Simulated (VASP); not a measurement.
## Ta2Si: single point with PBEsol

Crystal: Ta2Si.

```
Ta Si
1.0
    -3.06838    3.06838    2.62070
     3.06838   -3.06838    2.62070
     3.06838    3.06838   -2.62070
Ta Si
4 2
Direct
  0.66307 0.83693 0.50000
  0.83693 0.33693 0.17387
  0.33693 0.16307 0.50000
  0.16307 0.66307 0.82613
  0.25000 0.25000 0.00000
  0.75000 0.75000 0.00000
```

This cell differs from its parent crystal: strain +0.000 along x and y, +0.040 along z.

```
Program             : VASP 6.6.1
Task                : single point
Functional          : PBEsol
Potentials or basis : VASP PAW PBE potentials, release 64 (Ta_pv, Si)
Cutoff              : 520 eV
k mesh              : 12 × 12 × 12
Occupations         : gaussian, width 0.15 eV
Spin                : no spin polarisation
```

```json
{"Pressure": "-7.7 GPa", "Largest force": "0.083 eV/Å", "Band gap on the k mesh": "zero (band 26 reaches 7.46 eV, above the bottom of band 27 at 6.88 eV)"}
```

Forces in eV/Å, atoms in the order of the input:
```
Ta  -0.059  0.059  0.000
Ta  -0.059 -0.059  0.000
Ta   0.059 -0.059  0.000
Ta   0.059  0.059  0.000
Si   0.000  0.000  0.000
Si   0.000  0.000  0.000
```

Stress tensor (GPa, compression positive):
```
 -5.74   0.00   0.00
  0.00  -5.74   0.00
  0.00   0.00 -11.61
```

Levels at points of the mesh, in eV from the Fermi level:
```tsv
k point	band 23	band 24	band 25	band 26	band 27	band 28	band 29	band 30
(0.00, 0.00, 0.00)	-2.32	-1.86	-0.13	0.32	0.81	1.52	1.52	1.69
(0.50, 0.00, 0.00)	-1.81	-1.81	-1.00	-1.00	0.66	0.66	1.85	1.85
(0.50, 0.50, 0.00)	-1.91	-1.22	-0.29	-0.02	0.24	0.74	1.24	1.63
(0.50, 0.50, 0.50)	-1.09	-0.88	-0.80	-0.80	-0.04	0.37	0.73	0.73
```

Run time: 11 min on 1 thread of Oxide Virtual Turin-like Processor, on a shared host, peak memory 0.52 GiB.

Caveat: the cell differs from its parent crystal (strain +0.000 along x and y, +0.040 along z); the PAW data sets were made with another functional, which shifts forces and pressure a little; spin-orbit coupling is left out, which moves the levels of the heavy elements.
